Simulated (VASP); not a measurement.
# Be (Fd-3m) in VASP: further runs

Be is run at these levels: LDA; tasks: single point.

All numbers are computed with VASP 6.6.1; they aren't measurements. Logs are shortened: lines on timing, memory, paths and dates and some standing lists are left out, and cuts for length are marked.

## Step 1: The cell of the first run

It takes space group Fd-3m (No. 227, cubic). The conventional cell has a = 4.826 Å, b = 4.826 Å, c = 4.826 Å, α = 90.00°, β = 90.00°, γ = 90.00°. Be (site symmetry -43m) has 4 Be at 2.09 Å within 2.8 Å.

## Step 2: Single point, LDA

INCAR reads:

```
SYSTEM = Be
ALGO = Normal
EDIFF = 1E-6
ENCUT = 520
ISIF = 2
ISMEAR = -1
LASPH = .TRUE.
LCHARG = .FALSE.
LREAL = .FALSE.
LWAVE = .FALSE.
NBANDS = 9
NELM = 60
PREC = Accurate
SIGMA = 0.1
```

KPOINTS reads:

```
k-points
0
G
  12 12 12
  0 0 0
```

POSCAR reads:

```
Be
1.0
    0.0000000000      2.4127936107      2.4127936107
    2.4127936107      0.0000000000      2.4127936107
    2.4127936107      2.4127936107      0.0000000000
Be
2
Direct
    0.1250000000      0.1250000000      0.1250000000
    0.8750000000      0.8750000000      0.8750000000
```

Potentials or basis: VASP PAW LDA potentials, release 64 (Be).

Launch:

```bash
> cat potpaw_LDA.64/Be/POTCAR > POTCAR
> mpirun -np 1 vasp_std > vasp.out
```

OUTCAR:

```text
SYSTEM = Be
   EDIFF = 1E-6
   ENCUT = 520
   ISIF = 2
   ISMEAR = -1
   LASPH = .TRUE.
   LREAL = .FALSE.
   NELM = 60
   PREC = Accurate

 ion  position               nearest neighbor table
   1  0.125  0.125  0.125-   2 2.09   2 2.09   2 2.09   2 2.09
   2  0.875  0.875  0.875-   1 2.09   1 2.09   1 2.09   1 2.09

  LATTYP: Found a face centered cubic cell.
 ALAT       =     4.8255872214

  Lattice vectors:

 A1 = (   0.0000000000,   2.4127936107,   2.4127936107)
 A2 = (   2.4127936107,   0.0000000000,   2.4127936107)
 A3 = (   2.4127936107,   2.4127936107,   0.0000000000)

Analysis of symmetry for initial positions (statically):
=====================================================================
 Subroutine PRICEL returns:
 Original cell was already a primitive cell.

 Routine SETGRP: Setting up the symmetry group for a
 face centered cubic supercell.

 Subroutine GETGRP returns: Found 48 space group operations
 (whereof 12 operations were pure point group operations)
 out of a pool of 48 trial point group operations.

The static configuration has the point symmetry D_3d.
 The point group associated with its full space group is O_h .

Analysis of symmetry for dynamics (positions and initial velocities):
=====================================================================
 Subroutine PRICEL returns:
 Original cell was already a primitive cell.

 Routine SETGRP: Setting up the symmetry group for a
 face centered cubic supercell.

 Subroutine GETGRP returns: Found 48 space group operations
 (whereof 12 operations were pure point group operations)
 out of a pool of 48 trial point group operations.

The dynamic configuration has the point symmetry D_3d.
 The point group associated with its full space group is O_h .

 Subroutine INISYM returns: Found 48 space group operations
 (whereof 12 operations are pure point group operations),
 and found     1 'primitive' translations

----------------------------------------------------------------------------------------

                                     Primitive cell

  volume of cell :      28.0925

  direct lattice vectors                    reciprocal lattice vectors
     0.000000000  2.412793611  2.412793611    -0.207228665  0.207228665  0.207228665
     2.412793611  0.000000000  2.412793611     0.207228665 -0.207228665  0.207228665
     2.412793611  2.412793611  0.000000000     0.207228665  0.207228665 -0.207228665

  length of vectors
     3.412205447  3.412205447  3.412205447     0.358930577  0.358930577  0.358930577

  position of ions in fractional coordinates (direct lattice)
     0.125000000  0.125000000  0.125000000
     0.875000000  0.875000000  0.875000000

  ion indices of the primitive-cell ions
   primitive index   ion index
                 1           1
                 2           2

----------------------------------------------------------------------------------------

 KPOINTS: k-points

Automatic generation of k-mesh.
 Grid dimensions read from file:
 generate k-points for:   12   12   12

 Generating k-lattice:

  Cartesian coordinates                     Fractional coordinates (reciprocal lattice)
    -0.017269055  0.017269055  0.017269055     0.083333333  0.000000000  0.000000000
     0.017269055 -0.017269055  0.017269055     0.000000000  0.083333333  0.000000000
     0.017269055  0.017269055 -0.017269055     0.000000000  0.000000000  0.083333333

  Length of vectors
     0.029910881  0.029910881  0.029910881

  Shift w.r.t. Gamma in fractional coordinates (k-lattice)
     0.000000000  0.000000000  0.000000000

 Subroutine IBZKPT returns following result:
 ===========================================

 Found     72 irreducible k-points:

 Following reciprocal coordinates:
            Coordinates               Weight
  0.000000  0.000000  0.000000      1.000000
  0.083333  0.000000  0.000000      8.000000
  0.166667  0.000000  0.000000      8.000000
  0.250000  0.000000  0.000000      8.000000
  0.333333  0.000000  0.000000      8.000000
  0.416667  0.000000  0.000000      8.000000
[... 16 lines left out ...]
  0.500000  0.166667  0.000000     24.000000
 -0.416667  0.166667  0.000000     24.000000
 [... further k-points ...]
   k-points           NKPTS =     72   k-points in BZ     NKDIM =     72   number of bands    NBANDS=      9
   number of dos      NEDOS =    301   number of ions     NIONS =      2
   total plane-waves  NPLWV =  21952
   dimension x,y,z NGX =    28 NGY =   28 NGZ =   28
   dimension x,y,z NGXF=    56 NGYF=   56 NGZF=   56
   ions per type =               2
   NGX,Y,Z   is equivalent  to a cutoff of  13.64, 13.64, 13.64 a.u.
   NGXF,Y,Z  is equivalent  to a cutoff of  27.28, 27.28, 27.28 a.u.
 SYSTEM =  Be
   PREC   = accura    normal or accurate (medium, high low for compatibility)
   ISTART =      0    job   : 0-new  1-cont  2-samecut
   ICHARG =      2    charge: 1-file 2-atom 10-const
   ISPIN  =      1    spin polarized calculation?
   LNONCOLLINEAR =      F non collinear calculations
   LSORBIT =      F    spin-orbit coupling
   LASPH  =      T    aspherical Exc in radial PAW
   ENCUT  =  520.0 eV  38.22 Ry    6.18 a.u.   6.34  6.34  6.34*2*pi/ulx,y,z
   NELM   =     60;   NELMIN=  2; NELMDL= -5     # of ELM steps
   EDIFF  = 0.1E-05   stopping-criterion for ELM
   LREAL  =      F    real-space projection
[... 7 lines left out ...]
   TEBEG  =    0.0;   TEEND  =   0.0 temperature during run
   PSTRESS=    0.0 pullay stress
   NELECT =       4.0000    total number of electrons
   NUPDOWN=      -1.0000    fix difference up-down
   EMIN   =  10.00;   EMAX   =-10.00  energy-range for DOS
   EFERMI =   0.00;   METHOD = LEGACY
   ISMEAR =    -1;   SIGMA  =   0.10  broadening in eV -4-tet -1-fermi 0-gaus
   EFERMI_NEDOS =   21; number of points for ismear=-14 and -15
   IALGO  =     38    algorithm
   IMIX   =      4    mixing-type and parameters
     AMIX     =   0.40;   BMIX     =  1.00
     AMIX_MAG =   1.60;   BMIX_MAG =  1.00
  volume/ion in A,a.u.               =      14.05        94.79
  Fermi-wavevector in a.u.,A,eV,Ry     =   0.854866  1.615462  9.943079  0.730796
  Thomas-Fermi vector in A             =   1.971528
   LORBIT       =      0    0 simple, 1 ext, 2 COOP (PROOUT), +10 PAW based schemes
   GGA     = CA    functional components
   LHFCALC =     F    Hartree Fock is set to
   AEXX    =    0.0000 exact exchange contribution
   IVDW    =     0    specifies the selected vdW correction
   LEPSILON=     F    determine dielectric tensor
   LRPA    =     F    only Hartree local field effects (RPA)
 non-spin polarized calculation
  energy-cutoff  :      520.00
  volume of cell :       28.09
 maximum number of plane-waves:       769
 NGX is ok and might be reduce to    28
   NGX = 13   NGY = 13   NGZ = 13

 number of electron       4.0000000 magnetization

 Free energy of the ion-electron system (eV)
  ---------------------------------------------------
  ext. energy  EPLUGINS =         0.00000000
  ---------------------------------------------------
  free energy    TOTEN  =        -4.95518683 eV

  energy without entropy =       -4.92119274  energy(sigma->0) =       -4.93818978

 E-fermi :   1.8454     XC(G=0):  -8.7180

 val. band max:        1.8302189606   @ k =  -0.2500   0.1667   0.0000
 cond. band min:       1.8618939648   @ k =  -0.3333   0.4167   0.1667
 fundamental gap:      0.0316750042
 Fermi energy:         1.8454061563

 k-point     1 :       0.0000    0.0000    0.0000
  band No.  band energies     occupation
      1      -5.5376      2.00000
      2       6.6686      0.00000
      3       6.6686      0.00000
      4       6.6686      0.00000
      5       9.2776      0.00000
      6       9.2776      0.00000
      7       9.2776      0.00000
      8      16.4489      0.00000
      9      16.6897      0.00000

 k-point     2 :       0.0833    0.0000    0.0000
  band No.  band energies     occupation
      1      -5.4314      2.00000
      2       5.8321      0.00000
      3       6.4300      0.00000
      4       6.4300      0.00000
      5       9.5884      0.00000
      6       9.5884      0.00000
      7       9.9002      0.00000
      8      16.1129      0.00000
      9      16.8880      0.00000

 k-point     3 :       0.1667    0.0000    0.0000
  band No.  band energies     occupation
      1      -5.1136      2.00000
      2       4.2795      0.00000
      3       5.9580      0.00000
      4       5.9580      0.00000
      5      10.1898      0.00000
      6      10.1898      0.00000
      7      10.8514      0.00000
      8      15.4648      0.00000
      9      16.5980      0.00000

 k-point     4 :       0.2500    0.0000    0.0000
  band No.  band energies     occupation
      1      -4.5854      2.00000
      2       2.6205      0.00086
      3       5.5079      0.00000
      4       5.5079      0.00000
      5      10.6032      0.00000
      6      10.6032      0.00000
      7      11.6330      0.00000
      8      14.8506      0.00000
      9      16.5401      0.00000
[... 205 lines left out ...]
 k-point    22 :       0.4167    0.1667    0.0000
  band No.  band energies     occupation
      1      -3.1866      2.00000
      2       0.8098      1.99994
      3       3.9696      0.00000
      4       4.1234      0.00000
      5       9.4880      0.00000
      6      12.4460      0.00000
      7      12.5077      0.00000
      8      14.0684      0.00000
      9      17.5729      0.00000

 k-point    23 :       0.5000    0.1667    0.0000
  band No.  band energies     occupation
      1      -2.1882      2.00000
      2      -0.5781      2.00000
      3       3.6439      0.00000
      4       4.0514      0.00000
      5       9.5665      0.00000
      6      12.1683      0.00000
      7      13.2806      0.00000
      8      14.7197      0.00000
      9      17.2628      0.00000

 k-point    24 :      -0.4167    0.1667    0.0000
  band No.  band energies     occupation
      1      -1.8191      2.00000
      2      -1.0003      2.00000
      3       3.3085      0.00000
      4       4.3170      0.00000
      5       9.8036      0.00000
      6      11.8396      0.00000
      7      13.5864      0.00000
      8      15.2948      0.00000
      9      17.1523      0.00000

 [... further k-points ...]

------------------------ aborting loop because EDIFF is reached ----------------------------------------

  FORCE on cell =-STRESS in cart. coord.  units (eV):
  Direction    XX          YY          ZZ          XY          YZ          ZX
  --------------------------------------------------------------------------------------
  -------------------------------------------------------------------------------------
  Total        0.0191547      0.0191547      0.0191547     -0.0000000     -0.0000000      0.0000000
  in kB        1.0924344      1.0924344      1.0924344     -0.0000000     -0.0000000      0.0000000
  external PRESSURE =       1.0924344 kB  Pullay stress =       0.0000000 kB

 VOLUME and BASIS-vectors are now :
 -----------------------------------------------------------------------------
  energy-cutoff  :      520.00
  volume of cell :       28.09
      direct lattice vectors                 reciprocal lattice vectors
     0.000000000  2.412793611  2.412793611    -0.207228665  0.207228665  0.207228665
     2.412793611  0.000000000  2.412793611     0.207228665 -0.207228665  0.207228665
     2.412793611  2.412793611  0.000000000     0.207228665  0.207228665 -0.207228665

 POSITION                                       TOTAL-FORCE (eV/Angst)
 -----------------------------------------------------------------------------------
      0.60320      0.60320      0.60320         0.000000     -0.000000     -0.000000
      4.22239      4.22239      4.22239        -0.000000      0.000000      0.000000
 -----------------------------------------------------------------------------------
    total drift:                               -0.000000     -0.000000     -0.000000

  FREE ENERGIE OF THE ION-ELECTRON SYSTEM (eV)
  ---------------------------------------------------
  free  energy   TOTEN  =        -4.9551868341 eV

  energy  without entropy=       -4.9211927358  energy(sigma->0) =       -4.93818978
```

Wall time 8.7 s (1 thread of Intel Xeon Platinum 8488C (Sapphire Rapids), shared host); peak memory 0.13 GiB.

What came out:

```yaml
Free_energy: -4.9552 eV
Pressure: 0.1 GPa
Band_gap_on_the_k_mesh: zero (band 2 reaches 6.67 eV, above the bottom of band 3 at 0.35 eV)
```

## Step 3: Single point, LDA (volume scaled by 0.92)

INCAR reads:

```
PREC = Accurate
ENCUT = 520
EDIFF = 1E-7
ISMEAR = -1
SIGMA = 0.1
LREAL = False
LASPH = True
NELM = 100
ALGO = Normal
ISIF = 2
LWAVE = False
LCHARG = True
LELF = True
LVHAR = True
NBANDS = 9
```

KPOINTS reads:

```
Automatic mesh
0
Gamma
  13 13 13
```

POSCAR reads:

```
Be
1.0
    0.0000000000      2.3466561057      2.3466561057
    2.3466561057      0.0000000000      2.3466561057
    2.3466561057      2.3466561057      0.0000000000
Be
2
Direct
    0.1250000000      0.1250000000      0.1250000000
    0.8750000000      0.8750000000      0.8750000000
```

Potentials or basis: VASP PAW LDA potentials, release 64 (Be).

Launch:

```bash
> cat potpaw_LDA.64/Be/POTCAR > POTCAR
> mpirun -np 1 vasp_std > vasp.out
```

OUTCAR:

```text
PREC = Accurate
   ENCUT = 520
   EDIFF = 1E-7
   ISMEAR = -1
   LREAL = False
   LASPH = True
   NELM = 100
   ISIF = 2

 ion  position               nearest neighbor table
   1  0.125  0.125  0.125-   2 2.03   2 2.03   2 2.03   2 2.03
   2  0.875  0.875  0.875-   1 2.03   1 2.03   1 2.03   1 2.03

  LATTYP: Found a face centered cubic cell.
 ALAT       =     4.6933122114

  Lattice vectors:

 A1 = (   0.0000000000,   2.3466561057,   2.3466561057)
[... 476 lines left out ...]
------------------------ aborting loop because EDIFF is reached ----------------------------------------

  FORCE on cell =-STRESS in cart. coord.  units (eV):
  Direction    XX          YY          ZZ          XY          YZ          ZX
  --------------------------------------------------------------------------------------
  -------------------------------------------------------------------------------------
  Total        0.7542779      0.7542779      0.7542779     -0.0000000     -0.0000000     -0.0000000
  in kB       46.7588265     46.7588265     46.7588265     -0.0000000     -0.0000000     -0.0000000
  external PRESSURE =      46.7588265 kB  Pullay stress =       0.0000000 kB

 VOLUME and BASIS-vectors are now :
 -----------------------------------------------------------------------------
  energy-cutoff  :      520.00
  volume of cell :       25.85
      direct lattice vectors                 reciprocal lattice vectors
     0.000000000  2.346656106  2.346656106    -0.213069141  0.213069141  0.213069141
     2.346656106  0.000000000  2.346656106     0.213069141 -0.213069141  0.213069141
     2.346656106  2.346656106  0.000000000     0.213069141  0.213069141 -0.213069141

 POSITION                                       TOTAL-FORCE (eV/Angst)
 -----------------------------------------------------------------------------------
      0.58666      0.58666      0.58666         0.000000     -0.000000     -0.000000
      4.10665      4.10665      4.10665        -0.000000      0.000000      0.000000
 -----------------------------------------------------------------------------------
    total drift:                               -0.000000     -0.000000     -0.000000

  FREE ENERGIE OF THE ION-ELECTRON SYSTEM (eV)
  ---------------------------------------------------
  free  energy   TOTEN  =        -4.9268697574 eV

  energy  without entropy=       -4.9003760937  energy(sigma->0) =       -4.91362293
```

OSZICAR:

```text
N       E                     dE             d eps       ncg     rms          rms(c)
DAV:   1    -0.162297573041E+01   -0.16230E+01   -0.13957E+03  1520   0.334E+02
DAV:   2    -0.494018743643E+01   -0.33172E+01   -0.31837E+01  2128   0.334E+01
DAV:   3    -0.498374932629E+01   -0.43562E-01   -0.43401E-01  1930   0.329E+00
DAV:   4    -0.498380142777E+01   -0.52101E-04   -0.52096E-04  1970   0.985E-02
DAV:   5    -0.498380144527E+01   -0.17499E-07   -0.17331E-07  1829   0.195E-03    0.103E+00
DAV:   6    -0.494486511946E+01    0.38936E-01   -0.12663E-02  1714   0.485E-01    0.611E-01
DAV:   7    -0.492685497214E+01    0.18010E-01   -0.22549E-02  1826   0.641E-01    0.290E-02
DAV:   8    -0.492687056079E+01   -0.15589E-04   -0.21095E-04  1733   0.872E-02    0.718E-03
DAV:   9    -0.492686984979E+01    0.71100E-06   -0.26671E-06  1854   0.989E-03    0.200E-03
DAV:  10    -0.492686975741E+01    0.92389E-07   -0.54078E-08  1728   0.167E-03
   1 F= -.49268698E+01 E0= -.49136229E+01  d E =-.264937E-01
```

stdout:

```text
POSCAR found type information on POSCAR Be
 POSCAR found :  1 types and       2 ions
 scaLAPACK will be used
 LDA part: xc-table for (Slater(with rela. corr.)+CA(PZ))
 , standard interpolation
 POSCAR, INCAR and KPOINTS ok, starting setup
 FFT: planning ... GRIDC
 FFT: planning ... GRID_SOFT
 FFT: planning ... GRID
 WAVECAR not read
 entering main loop
```

Wall time 11 s (1 thread of Intel Xeon Platinum 8488C (Sapphire Rapids), shared host); peak memory 0.14 GiB.

What came out:

- Free energy: -4.9269 eV
- Pressure: 4.7 GPa
- Band gap on the k mesh: zero (band 2 reaches 7.42 eV, above the bottom of band 3 at 0.68 eV)

## Step 4: Single point, LDA

INCAR reads:

```
SYSTEM = Be
  PREC = Accurate
  ENCUT = 520
  EDIFF = 1E-7
  ISMEAR = -1
  SIGMA = 0.1
  LREAL = .False.
  LASPH = .True.
  NELM = 60
  ALGO = Normal
  ISIF = 2
  LWAVE = .False.
  LCHARG = .True.
  LELF = .True.
  LVHAR = .True.
  NBANDS = 9
```

KPOINTS reads:

```
Automatic mesh
0
Gamma
  13 13 13
  0 0 0
```

POSCAR reads:

```
Be
1.0
    0.0000000000      2.4127936107      2.4127936107
    2.4127936107      0.0000000000      2.4127936107
    2.4127936107      2.4127936107      0.0000000000
Be
2
Direct
    0.1250000000      0.1250000000      0.1250000000
    0.8750000000      0.8750000000      0.8750000000
```

Launch:

```bash
> cat potpaw_LDA.64/Be/POTCAR > POTCAR
> mpirun -np 1 vasp_std > vasp.out
```

Wall time 11 s (1 thread of Intel Xeon Platinum 8488C (Sapphire Rapids), shared host); peak memory 0.14 GiB.

The run converged. Its results:

```
Free energy            : -4.9584 eV
Pressure               : 0.1 GPa
Band gap on the k mesh : zero (band 2 reaches 6.67 eV, above the bottom of band 3 at 0.41 eV)
```

Levels at points of the mesh, in eV from the Fermi level:
```csv
k point,band 1,band 2,band 3,band 4,band 5,band 6
"(0.00, 0.00, 0.00)",-7.36,4.84,4.84,4.84,7.45,7.45
```

## Step 5: The runs side by side

```tsv
cell	k mesh	gap on the mesh (eV)	pressure (GPa)
a = 3.412 Å, angles 60.0°, 2 atoms	12 × 12 × 12	none	0.1
a = 3.319 Å, angles 60.0°, 2 atoms	13 × 13 × 13	none	4.7
a = 3.412 Å, angles 60.0°, 2 atoms	13 × 13 × 13	none	0.1
```

Alike in all rows: task single point; level LDA; potentials or basis VASP PAW LDA potentials, release 64 (Be); no spin polarisation; cutoff (eV) 520; smearing fermi-dirac 0.1 eV.

Absolute energies hang on the potentials; compare differences alone.
